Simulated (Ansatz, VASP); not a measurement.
Cu in VASP and in Ansatz

File INCAR:

```
SYSTEM = Cu
  ALGO = Normal
  EDIFF = 1E-7
  ENCUT = 520
  GGA = PE
  ISIF = 2
  ISMEAR = 0
  LASPH = .True.
  LCHARG = .False.
  LREAL = .False.
  LWAVE = .False.
  NBANDS = 12
  NELM = 100
  PREC = Accurate
  SIGMA = 0.15
```

Contents of KPOINTS:

```
k-points
0
Gamma
  22 22 22
  0 0 0
```

The input POSCAR:

```
Cu
1.0
   -1.4241500000      1.4241500000      1.4050000000
    1.4241500000     -1.4241500000      1.4050000000
    1.4241500000      1.4241500000     -1.4050000000
Cu
1
Direct
    0.0000000000      0.0000000000      0.0000000000
```

Input for Ansatz:

```yaml
crystal:
  lattice:
    - [-1.42415, 1.42415, 1.405]
    - [1.42415, -1.42415, 1.405]
    - [1.42415, 1.42415, -1.405]
  atoms:
    - { symbol: Cu, position: [0.0, 0.0, 0.0] }
basis:
  ecutwfc: 520.0
kpoints:
  mp_grid: { grid: [22, 22, 22] }
hamiltonian:
  xc: pbe
  pseudopotentials: { kind: paw, azcp: { folder: soft_1 } }
scf:
  occupations: { method: gaussian, width: 0.15 }
output:
  forces: true
  stress: true
  eigenvalues: true
```

Alike in both runs: task single point; functional PBE; k mesh 22 × 22 × 22; occupations gaussian, width 0.15 eV; no spin polarisation.

```csv
,VASP,Ansatz
version,VASP 6.6.1,Ansatz 0.2.0
potentials or method,"VASP PAW PBE potentials, release 64 (Cu), cutoff 520 eV","scalar-relativistic, plane waves, PAW"
valence electrons in the cell,11,19
```

Ansatz gave:

| Quantity | Value |
| --- | --- |
| gap on the k mesh at the Fermi level (eV) | none |
| pressure (GPa) | 8.0 |
| traceless stress, the component that is largest in VASP (GPa) | -0.12 |

What did VASP give for the same quantities?

gap on the k mesh at the Fermi level (eV): none; pressure (GPa): 8.7; traceless stress, the component that is largest in VASP (GPa): -0.14.

A gap of «none» marks a metal or a gap that the smearing closes. With one functional, cell and mesh, what is left measures potentials, basis and numerics. VASP's potentials hold 11 valence electrons a cell and Ansatz's 19, so a difference there can come from the potentials and not from the codes.
